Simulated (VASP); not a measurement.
# SiO2 (P4_12_12) in VASP: further runs

The runs below take SiO2 through single point, relaxation of cell and atoms, with LDA.

Program: VASP 6.6.1. These are calculated values, not measurements. Logs are shortened: lines on timing, memory, paths and dates and some standing lists are left out, and cuts for length are marked.

### 1 The cell of the first run

Symmetry: P4_12_12, No. 92, tetragonal system. The conventional cell has a = 4.946 Å, b = 4.946 Å, c = 6.874 Å, α = 90.00°, β = 90.00°, γ = 90.00°. Si (site symmetry 2) has 4 O at 1.61 Å within 2.1 Å. Within 2.1 Å of O (site symmetry 1) lie 2 Si at 1.61 Å.

### 2 Single point, LDA

File INCAR:

```
  PREC = Accurate
  ENCUT = 520
  EDIFF = 1E-7
  ISMEAR = 0
  SIGMA = 0.01
  LREAL = False
  LASPH = True
  NELM = 100
  ALGO = Normal
  ISIF = 2
  LWAVE = False
  LCHARG = False
  NBANDS = 44
```

File KPOINTS:

```
regular mesh
0
Gamma
  4 4 3
```

File POSCAR:

```
SiO2
1.0
    4.9458995675      0.0000000000      0.0000000000
    0.0000000000      4.9458995675      0.0000000000
    0.0000000000      0.0000000000      6.8740429135
Si O
4 8
Direct
    0.3041236238      0.3041236238      0.0000000000
    0.1958763762      0.8041236238      0.2500000000
    0.6958763762      0.6958763762      0.5000000000
    0.8041236238      0.1958763762      0.7500000000
    0.2374116258      0.1128293820      0.1830852157
    0.3871706180      0.7374116258      0.4330852157
    0.7625883742      0.8871706180      0.6830852157
    0.6128293820      0.2625883742      0.9330852157
    0.7374116258      0.3871706180      0.5669147843
    0.8871706180      0.7625883742      0.3169147843
    0.2625883742      0.6128293820      0.0669147843
    0.1128293820      0.2374116258      0.8169147843
```

Potentials or basis: VASP PAW LDA potentials, release 64 (Si, O).

Started as:

```
> cat potpaw_LDA.64/Si/POTCAR potpaw_LDA.64/O/POTCAR > POTCAR
> mpirun -np 1 vasp_std > vasp.out
```

OUTCAR:

```text
PREC = Accurate
   ENCUT = 520
   EDIFF = 1E-7
   ISMEAR = 0
   LREAL = False
   LASPH = True
   NELM = 100
   ISIF = 2

 ion  position               nearest neighbor table
   1  0.304  0.304  0.000-   8 1.61  11 1.61   5 1.61  12 1.61   2 3.06   4 3.06   2 3.06   4 3.06

   2  0.196  0.804  0.250-   5 1.61  10 1.61   6 1.61  11 1.61   1 3.06   3 3.06   1 3.06   3 3.06

   3  0.696  0.696  0.500-   6 1.61   9 1.61   7 1.61  10 1.61   2 3.06   4 3.06   4 3.06   2 3.06

   4  0.804  0.196  0.750-   7 1.61  12 1.61   9 1.61   8 1.61   1 3.06   3 3.06   3 3.06   1 3.06

   5  0.237  0.113  0.183-   2 1.61   1 1.61
   6  0.387  0.737  0.433-   3 1.61   2 1.61
   7  0.763  0.887  0.683-   4 1.61   3 1.61
   8  0.613  0.263  0.933-   1 1.61   4 1.61
   9  0.737  0.387  0.567-   3 1.61   4 1.61
  10  0.887  0.763  0.317-   2 1.61   3 1.61
  11  0.263  0.613  0.067-   1 1.61   2 1.61
  12  0.113  0.237  0.817-   4 1.61   1 1.61

  LATTYP: Found a simple tetragonal cell.
 ALAT       =     4.9458995675
 C/A-ratio  =     1.3898468458

  Lattice vectors:

 A1 = (   4.9458995675,   0.0000000000,   0.0000000000)
 A2 = (   0.0000000000,   4.9458995675,   0.0000000000)
 A3 = (   0.0000000000,   0.0000000000,   6.8740429135)

Analysis of symmetry for initial positions (statically):
=====================================================================
 Subroutine PRICEL returns:
 Original cell was already a primitive cell.

 Routine SETGRP: Setting up the symmetry group for a
 simple tetragonal supercell.

 Subroutine GETGRP returns: Found  8 space group operations
 (whereof  2 operations were pure point group operations)
 out of a pool of 16 trial point group operations.

The static configuration has the point symmetry C_2 .
 The point group associated with its full space group is D_4 .

Analysis of symmetry for dynamics (positions and initial velocities):
=====================================================================
 Subroutine PRICEL returns:
 Original cell was already a primitive cell.

 Routine SETGRP: Setting up the symmetry group for a
 simple tetragonal supercell.

 Subroutine GETGRP returns: Found  8 space group operations
 (whereof  2 operations were pure point group operations)
 out of a pool of 16 trial point group operations.

The dynamic configuration has the point symmetry C_2 .
 The point group associated with its full space group is D_4 .

 Subroutine INISYM returns: Found  8 space group operations
 (whereof  2 operations are pure point group operations),
 and found     1 'primitive' translations

----------------------------------------------------------------------------------------

                                     Primitive cell

  volume of cell :     168.1523

  direct lattice vectors                    reciprocal lattice vectors
     4.945899567  0.000000000  0.000000000     0.202187688  0.000000000  0.000000000
     0.000000000  4.945899567  0.000000000     0.000000000  0.202187688  0.000000000
     0.000000000  0.000000000  6.874042914     0.000000000  0.000000000  0.145474797

  length of vectors
     4.945899567  4.945899567  6.874042914     0.202187688  0.202187688  0.145474797

  position of ions in fractional coordinates (direct lattice)
     0.304123624  0.304123624  0.000000000
     0.195876376  0.804123624  0.250000000
     0.695876376  0.695876376  0.500000000
     0.804123624  0.195876376  0.750000000
     0.237411626  0.112829382  0.183085216
     0.387170618  0.737411626  0.433085216
     0.762588374  0.887170618  0.683085216
     0.612829382  0.262588374  0.933085216
     0.737411626  0.387170618  0.566914784
     0.887170618  0.762588374  0.316914784
     0.262588374  0.612829382  0.066914784
     0.112829382  0.237411626  0.816914784

  ion indices of the primitive-cell ions
   primitive index   ion index
                 1           1
                 2           2
                 3           3
                 4           4
                 5           5
                 6           6
                 7           7
                 8           8
                 9           9
                10          10
                11          11
                12          12

----------------------------------------------------------------------------------------

 KPOINTS: regular mesh

Automatic generation of k-mesh.
 Grid dimensions read from file:
 generate k-points for:    4    4    3

 Generating k-lattice:

  Cartesian coordinates                     Fractional coordinates (reciprocal lattice)
     0.050546922  0.000000000  0.000000000     0.250000000  0.000000000  0.000000000
     0.000000000  0.050546922  0.000000000     0.000000000  0.250000000  0.000000000
     0.000000000  0.000000000  0.048491599     0.000000000  0.000000000  0.333333333

  Length of vectors
     0.050546922  0.050546922  0.048491599

  Shift w.r.t. Gamma in fractional coordinates (k-lattice)
     0.000000000  0.000000000  0.000000000

 Subroutine IBZKPT returns following result:
 ===========================================

 Found     12 irreducible k-points:

 Following reciprocal coordinates:
            Coordinates               Weight
  0.000000  0.000000  0.000000      1.000000
  0.250000  0.000000  0.000000      4.000000
  0.500000  0.000000  0.000000      2.000000
  0.250000  0.250000  0.000000      4.000000
  0.500000  0.250000  0.000000      4.000000
  0.500000  0.500000  0.000000      1.000000
  0.000000  0.000000  0.333333      2.000000
  0.250000  0.000000  0.333333      8.000000
  0.500000  0.000000  0.333333      4.000000
  0.250000  0.250000  0.333333      8.000000
  0.500000  0.250000  0.333333      8.000000
  0.500000  0.500000  0.333333      2.000000
   k-points           NKPTS =     12   k-points in BZ     NKDIM =     12   number of bands    NBANDS=     44
   number of dos      NEDOS =    301   number of ions     NIONS =     12
   total plane-waves  NPLWV =  86400
   dimension x,y,z NGX =    40 NGY =   40 NGZ =   54
   dimension x,y,z NGXF=    80 NGYF=   80 NGZF=  108
   ions per type =               4   8
   NGX,Y,Z   is equivalent  to a cutoff of  13.45, 13.45, 13.06 a.u.
   NGXF,Y,Z  is equivalent  to a cutoff of  26.89, 26.89, 26.12 a.u.
 SYSTEM =  unknown system
   PREC   = accura    normal or accurate (medium, high low for compatibility)
   ISTART =      0    job   : 0-new  1-cont  2-samecut
   ICHARG =      2    charge: 1-file 2-atom 10-const
   ISPIN  =      1    spin polarized calculation?
   LNONCOLLINEAR =      F non collinear calculations
   LSORBIT =      F    spin-orbit coupling
   LASPH  =      T    aspherical Exc in radial PAW
   ENCUT  =  520.0 eV  38.22 Ry    6.18 a.u.   9.20  9.20 12.78*2*pi/ulx,y,z
   NELM   =    100;   NELMIN=  2; NELMDL= -5     # of ELM steps
   EDIFF  = 0.1E-06   stopping-criterion for ELM
   LREAL  =      F    real-space projection
   EDIFFG = 0.1E-05   stopping-criterion for IOM
   NSW    =      0    number of steps for IOM
   IBRION =     -1    ionic relax: 0-MD 1-quasi-New 2-CG
   NFREE  =      0    steps in history (QN), initial steepest desc. (CG)
   ISIF   =      2    stress and relaxation
   ISYM   =      2    0-nonsym 1-usesym 2-fastsym
   POTIM  = 0.5000    time-step for ionic-motion
   TEBEG  =    0.0;   TEEND  =   0.0 temperature during run
   PSTRESS=    0.0 pullay stress
   NELECT =      64.0000    total number of electrons
   NUPDOWN=      -1.0000    fix difference up-down
   EMIN   =  10.00;   EMAX   =-10.00  energy-range for DOS
   EFERMI =   0.00;   METHOD = LEGACY
   ISMEAR =     0;   SIGMA  =   0.01  broadening in eV -4-tet -1-fermi 0-gaus
   EFERMI_NEDOS =   21; number of points for ismear=-14 and -15
   IALGO  =     38    algorithm
   IMIX   =      4    mixing-type and parameters
     AMIX     =   0.40;   BMIX     =  1.00
     AMIX_MAG =   1.60;   BMIX_MAG =  1.00
  volume/ion in A,a.u.               =      14.01        94.56
  Fermi-wavevector in a.u.,A,eV,Ry     =   1.186407  2.241985 19.151054  1.407563
  Thomas-Fermi vector in A             =   2.322581
   LORBIT       =      0    0 simple, 1 ext, 2 COOP (PROOUT), +10 PAW based schemes
   GGA     = CA    functional components
   LHFCALC =     F    Hartree Fock is set to
   AEXX    =    0.0000 exact exchange contribution
   IVDW    =     0    specifies the selected vdW correction
   LEPSILON=     F    determine dielectric tensor
   LRPA    =     F    only Hartree local field effects (RPA)
 non-spin polarized calculation
 Gauss-broadening in eV      SIGMA  =   0.01
  energy-cutoff  :      520.00
  volume of cell :      168.15
 maximum number of plane-waves:      4550
 NGX is ok and might be reduce to    40
   NGX = 19   NGY = 19   NGZ = 25

 number of electron      63.9999972 magnetization

 Free energy of the ion-electron system (eV)
  ---------------------------------------------------
  ext. energy  EPLUGINS =         0.00000000
  ---------------------------------------------------
  free energy    TOTEN  =      -103.74561847 eV

  energy without entropy =     -103.74561847  energy(sigma->0) =     -103.74561847

 E-fermi :   0.0809     XC(G=0):  -9.1196

 val. band max:        0.0279325741   @ k =   0.0000   0.0000   0.0000
 cond. band min:       5.5803140060   @ k =   0.0000   0.0000   0.0000
 fundamental gap:      5.5523814319
 Fermi energy:         0.0809493636

 k-point     1 :       0.0000    0.0000    0.0000
  band No.  band energies     occupation
      1     -19.2464      2.00000
      2     -18.2996      2.00000
      3     -18.2996      2.00000
      4     -17.0732      2.00000
      5     -17.0199      2.00000
      6     -17.0126      2.00000
[... 36 lines left out ...]
     43      11.3072      0.00000
     44      11.4685      0.00000
[... 476 lines left out ...]
      4     -18.2525      2.00000
      5     -17.0972      2.00000
      6     -17.0972      2.00000
[... 36 lines left out ...]
     43      10.5721      0.00000
     44      10.5721      0.00000

------------------------ aborting loop because EDIFF is reached ----------------------------------------

  FORCE on cell =-STRESS in cart. coord.  units (eV):
  Direction    XX          YY          ZZ          XY          YZ          ZX
  --------------------------------------------------------------------------------------
  -------------------------------------------------------------------------------------
  Total        0.6327216      0.6327216      0.5759430      0.0000000      0.0000000     -0.0000000
  in kB        6.0286550      6.0286550      5.4876604      0.0000000      0.0000000     -0.0000000
  external PRESSURE =       5.8483235 kB  Pullay stress =       0.0000000 kB

 VOLUME and BASIS-vectors are now :
 -----------------------------------------------------------------------------
  energy-cutoff  :      520.00
  volume of cell :      168.15
      direct lattice vectors                 reciprocal lattice vectors
     4.945899567  0.000000000  0.000000000     0.202187688  0.000000000  0.000000000
     0.000000000  4.945899567  0.000000000     0.000000000  0.202187688  0.000000000
     0.000000000  0.000000000  6.874042914     0.000000000  0.000000000  0.145474797

 POSITION                                       TOTAL-FORCE (eV/Angst)
 -----------------------------------------------------------------------------------
      1.50416      1.50416      0.00000         0.019772      0.019772      0.000000
      0.96878      3.97711      1.71851        -0.019772      0.019772      0.000000
      3.44173      3.44173      3.43702        -0.019772     -0.019772      0.000000
      3.97711      0.96878      5.15553         0.019772     -0.019772      0.000000
      1.17421      0.55804      1.25854        -0.002854      0.018896      0.020056
      1.91491      3.64716      2.97705        -0.018896     -0.002854      0.020056
      3.77169      4.38786      4.69556         0.002854     -0.018896      0.020056
      3.03099      1.29874      6.41407         0.018896      0.002854      0.020056
      3.64716      1.91491      3.89700        -0.002854     -0.018896     -0.020056
      4.38786      3.77169      2.17849        -0.018896      0.002854     -0.020056
      1.29874      3.03099      0.45998         0.002854      0.018896     -0.020056
      0.55804      1.17421      5.61551         0.018896     -0.002854     -0.020056
 -----------------------------------------------------------------------------------
    total drift:                                0.000000     -0.000000     -0.000000

  FREE ENERGIE OF THE ION-ELECTRON SYSTEM (eV)
  ---------------------------------------------------
  free  energy   TOTEN  =      -103.7456184696 eV

  energy  without entropy=     -103.7456184696  energy(sigma->0) =     -103.74561847
```

It took 62 s on 1 thread of Intel Xeon Platinum 8488C (Sapphire Rapids), shared host; peak memory 0.24 GiB.

Results:

```
Free energy            : -103.7456 eV
Pressure               : 0.6 GPa
Largest force          : 0.028 eV/Å
Band gap on the k mesh : 5.55 eV
```

Forces on the atoms (eV/Å):
```
Si   0.020  0.020  0.000
Si  -0.020  0.020  0.000
Si  -0.020 -0.020  0.000
Si   0.020 -0.020  0.000
O   -0.003  0.019  0.020
O   -0.019 -0.003  0.020
O    0.003 -0.019  0.020
O    0.019  0.003  0.020
O   -0.003 -0.019 -0.020
O   -0.019  0.003 -0.020
O    0.003  0.019 -0.020
O    0.019 -0.003 -0.020
```

As with any semilocal functional, this LDA gap is likely too small.

### 3 Relaxation of cell and atoms, LDA

This run uses another cell than the first one, of 14.40 Å³/atom.

File INCAR:

```
SYSTEM = SiO2
PREC = Accurate
ENCUT = 600
EDIFF = 1E-7
ISMEAR = 0
SIGMA = 0.01
LREAL = .FALSE.
LASPH = .TRUE.
NELM = 60
ALGO = Normal
ISIF = 3
LWAVE = .FALSE.
LCHARG = .FALSE.
IBRION = 2
NSW = 80
EDIFFG = -0.002
```

File KPOINTS:

```
Automatic mesh
0
G
  4 4 3
  0 0 0
```

File POSCAR:

```
SiO2
1.0
    4.9820000000      0.0000000000      0.0000000000
    0.0000000000      4.9820000000      0.0000000000
    0.0000000000      0.0000000000      6.9630000000
Si O
4 8
Direct
    0.2989700000      0.2989700000      0.0000000000
    0.2010300000      0.7989700000      0.2500000000
    0.7010300000      0.7010300000      0.5000000000
    0.7989700000      0.2010300000      0.7500000000
    0.2398900000      0.1034700000      0.1781300000
    0.3965300000      0.7398900000      0.4281300000
    0.7601100000      0.8965300000      0.6781300000
    0.6034700000      0.2601100000      0.9281300000
    0.7398900000      0.3965300000      0.5718700000
    0.8965300000      0.7601100000      0.3218700000
    0.2601100000      0.6034700000      0.0718700000
    0.1034700000      0.2398900000      0.8218700000
```

Potentials or basis: VASP PAW LDA potentials, release 64 (Si, O).

Started as:

```
> cat potpaw_LDA.64/Si/POTCAR potpaw_LDA.64/O/POTCAR > POTCAR
> mpirun -np 1 vasp_std > vasp.out
```

It took 33 min on 1 thread of Intel Xeon Platinum 8488C (Sapphire Rapids), shared host; peak memory 0.26 GiB.

It converged, with:

```yaml
Free_energy: -103.7945 eV
Relaxed_volume: 13.83 Å³/atom
Relaxed_cell: a = 4.928 Å, b = 4.928 Å, c = 6.832 Å, α = 90.00°, β = 90.00°, γ = 90.00°
Space_group_after_relaxing_to_0.1_Å: P4_12_12 (No. 92)
Energy_gained_by_relaxing: 1.1 meV/atom
Ionic_steps: 67
Pressure_after_relaxing: 0.0 GPa
Band_gap_on_the_k_mesh: 5.57 eV
```

Step by step:
```
step  energy change (eV)  largest force (eV/Å)  pressure (GPa)  volume (Å³)
   1              0.0000                0.1823            0.32       172.82
   3             -0.0021                0.0325            0.10       172.99
   5             -0.0024                0.0237           -0.20       173.22
   7             -0.0034                0.0234           -0.08       172.87
   9             -0.0036                0.0341           -0.02       172.67
  11             -0.0052                0.0488           -0.12       171.96
  13             -0.0060                0.1099           -0.30       170.85
  15             -0.0067                0.0778           -0.26       170.41
  17             -0.0072                0.0630           -0.16       169.74
  19             -0.0082                0.0430            0.28       169.07
  21             -0.0100                0.0236            0.03       169.00
  23             -0.0108                0.0167           -0.26       168.93
  25             -0.0113                0.0377            0.09       168.28
  27             -0.0120                0.0409           -0.03       167.76
  29             -0.0122                0.0342           -0.04       167.66
  31             -0.0127                0.0148            0.02       167.20
  33             -0.0128                0.0332            0.00       167.10
  35             -0.0130                0.0283           -0.06       166.91
  37             -0.0132                0.0181           -0.03       166.74
  39             -0.0133                0.0190            0.05       166.51
  41             -0.0134                0.0102            0.01       166.40
  43             -0.0134                0.0107           -0.04       166.37
  45             -0.0135                0.0066           -0.01       166.25
  47             -0.0135                0.0129            0.02       166.19
  49             -0.0135                0.0077            0.03       166.14
  51             -0.0135                0.0087            0.01       166.06
  53             -0.0135                0.0071           -0.01       166.06
  55             -0.0136                0.0039           -0.01       166.04
  57             -0.0136                0.0023            0.00       166.03
  59             -0.0136                0.0027            0.01       166.01
  61             -0.0136                0.0049            0.05       165.89
  63             -0.0136                0.0035            0.03       165.95
  65             -0.0136                0.0023           -0.01       165.94
  67             -0.0136                0.0017           -0.01       165.94
```

Final structure:
```cif
data_structure
_symmetry_space_group_name_H-M 'P 1'
_symmetry_Int_Tables_number 1
_cell_length_a 4.9284
_cell_length_b 4.9284
_cell_length_c 6.8320
_cell_angle_alpha 90.000
_cell_angle_beta 90.000
_cell_angle_gamma 90.000
_cell_volume 165.94
loop_
_atom_site_label
_atom_site_type_symbol
_atom_site_fract_x
_atom_site_fract_y
_atom_site_fract_z
_atom_site_occupancy
Si1 Si 0.30705 0.30705 0.00000 1
Si2 Si 0.19295 0.80705 0.25000 1
Si3 Si 0.69295 0.69295 0.50000 1
Si4 Si 0.80705 0.19295 0.75000 1
O1 O 0.23636 0.11800 0.18543 1
O2 O 0.38200 0.73636 0.43543 1
O3 O 0.76364 0.88200 0.68543 1
O4 O 0.61800 0.26364 0.93543 1
O5 O 0.73636 0.38200 0.56457 1
O6 O 0.88200 0.76364 0.31457 1
O7 O 0.26364 0.61800 0.06457 1
O8 O 0.11800 0.23636 0.81457 1
```

Levels at points of the mesh, in eV from the valence-band top:
```csv
k point,band 29,band 30,band 31,band 32,band 33,band 34,band 35,band 36
"(0.00, 0.00, 0.00)",-0.69,-0.33,-0.33,0.00,5.57,8.60,8.60,9.22
"(0.50, 0.00, 0.00)",-0.67,-0.67,-0.51,-0.51,7.65,7.65,9.01,9.01
"(0.50, 0.50, 0.00)",-0.60,-0.60,-0.53,-0.53,8.55,8.55,8.68,8.68
```

As with any semilocal functional, this LDA gap is likely too small. LDA usually gives volumes a few per cent too small.
